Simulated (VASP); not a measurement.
Write the native input for VASP 6.6.1 that does the following.

* Task: single point
* Functional: PBE
* Potentials or basis: VASP PAW PBE potentials, release 64 (Yb)
* Cutoff: 520 eV
* k mesh: 7 × 7 × 7
* Occupations: fermi-dirac, width 0.1 eV
* Spin: no spin polarisation
* Dipole correction: no
* Further INCAR settings: ALGO = Normal; EDIFF = 1e-06; NBANDS = 31

The structure of Yb lies in POSCAR:

```
Yb
1.0
    0.0000000000      4.3217002875      4.3217002875
    4.3217002875      0.0000000000      4.3217002875
    4.3217002875      4.3217002875      0.0000000000
Yb
2
Direct
    0.1250000000      0.1250000000      0.1250000000
    0.8750000000      0.8750000000      0.8750000000
```

This isn't the form of Yb at room conditions, which is fcc.

The input as run:

INCAR

```
ALGO = Normal
EDIFF = 1E-6
ENCUT = 520
GGA = PE
ISIF = 2
ISMEAR = -1
LASPH = T
LCHARG = T
LELF = T
LREAL = F
LVHAR = T
LWAVE = F
NBANDS = 31
NELM = 100
PREC = Accurate
SIGMA = 0.1
```

KPOINTS

```
k-points
0
Gamma
  7 7 7
```

Potentials or basis: VASP PAW PBE potentials, release 64 (Yb).

Launch:

```bash
$ cat potpaw_PBE.64/Yb/POTCAR > POTCAR
$ mpirun -np 1 vasp_std > vasp.out
```

It gave:

- Pressure: -0.6 GPa
- Band gap on the k mesh: zero (bands 24 and 25 overlap by 1.01 eV)

Caveat: spin-orbit coupling is left out, which moves the levels of the heavy elements.

It took 8.2 min on 1 thread of Intel Xeon 8259CL, with other jobs on the host, peak memory 0.36 GiB.
